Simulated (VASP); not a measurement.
A run of VASP 6.6.1:

The input INCAR:

```
SYSTEM = InAs
PREC = Accurate ; ENCUT = 520
EDIFF = 1E-7 ; ISMEAR = -1
SIGMA = 0.05 ; LREAL = .False.
LASPH = .True. ; NELM = 60
ALGO = Normal ; ISIF = 2
LWAVE = .False. ; LCHARG = .False.
GGA = PE ; IBRION = 2
NSW = 80 ; EDIFFG = -0.02
```

The input KPOINTS:

```
regular mesh
0
Gamma
  13 13 13
  0 0 0
```

File POSCAR:

```
InAs
1.0
    0.0000000000      3.0086705284      3.0086705284
    3.0086705284      0.0000000000      3.0086705284
    3.0086705284      3.0086705284      0.0000000000
In As
1 1
Direct
    0.0000000000      0.0000000000      0.0000000000
    0.2500000000      0.2500000000      0.2500000000
```

Potentials or basis: VASP PAW PBE potentials, release 64 (In_d, As).

Run with:

```bash
$ cat potpaw_PBE.64/In_d/POTCAR potpaw_PBE.64/As/POTCAR > POTCAR
$ mpirun -np 1 vasp_std > vasp.out
```

Hardware: 1 thread of Intel Xeon 8259CL (shared host).

How long does it take, and how much memory?

Wall time 80 s on 1 thread of Intel Xeon 8259CL, on a shared host, peak memory 0.22 GiB. Counts: scf iterations 16, k points 84, ion steps 1.
